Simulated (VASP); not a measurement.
Here is a VASP 6.6.1 calculation.

The input INCAR:

```
PREC = Accurate
ENCUT = 520
EDIFF = 1E-8
ISMEAR = -1
SIGMA = 0.05
LREAL = Auto
LASPH = True
NELM = 80
ALGO = Normal
ISIF = 2
LWAVE = False
LCHARG = False
LEFG = True
NBANDS = 54
```

Contents of KPOINTS:

```
regular mesh
0
Gamma
  6 6 6
```

The input POSCAR:

```
As
1.0
    3.7615937974      2.1717571914      7.0281239890
   -3.7615937974      2.1717571914      7.0281239890
    0.0000000000     -4.3435143830      7.0281239890
As
16
Direct
    0.3870000000      0.3870000000      0.3870000000
    0.3870000000      0.3870000000      0.8870000000
    0.3870000000      0.8870000000      0.3870000000
    0.3870000000      0.8870000000      0.8870000000
    0.8870000000      0.3870000000      0.3870000000
    0.8870000000      0.3870000000      0.8870000000
    0.8870000000      0.8870000000      0.3870000000
    0.8870000000      0.8870000000      0.8870000000
    0.1130000000      0.1130000000      0.1130000000
    0.1130000000      0.1130000000      0.6130000000
    0.1130000000      0.6130000000      0.1130000000
    0.1130000000      0.6130000000      0.6130000000
    0.6130000000      0.1130000000      0.1130000000
    0.6130000000      0.1130000000      0.6130000000
    0.6130000000      0.6130000000      0.1130000000
    0.6130000000      0.6130000000      0.6130000000
```

Potentials or basis: VASP PAW LDA potentials, release 64 (As).

The run is started by

```bash
$ cat potpaw_LDA.64/As/POTCAR > POTCAR
$ mpirun -np 1 vasp_std > vasp.out
```

Question: Predict the band gap on the k mesh.

Answer: Zero (bands 40 and 41 overlap by 0.36 eV).

Question: What does it give for the pressure?

Answer: -0.9 GPa.

Question: What does it give for the largest force?

Answer: 0.331 eV/Å.

Stress tensor (GPa, compression positive):
```
-0.62  0.00  0.00
 0.00 -0.62  0.00
 0.00  0.00 -1.41
```

Caveat: without QUAD_EFG the Cq values of the log hold for a quadrupole moment of 1 mb, not for the nuclei.
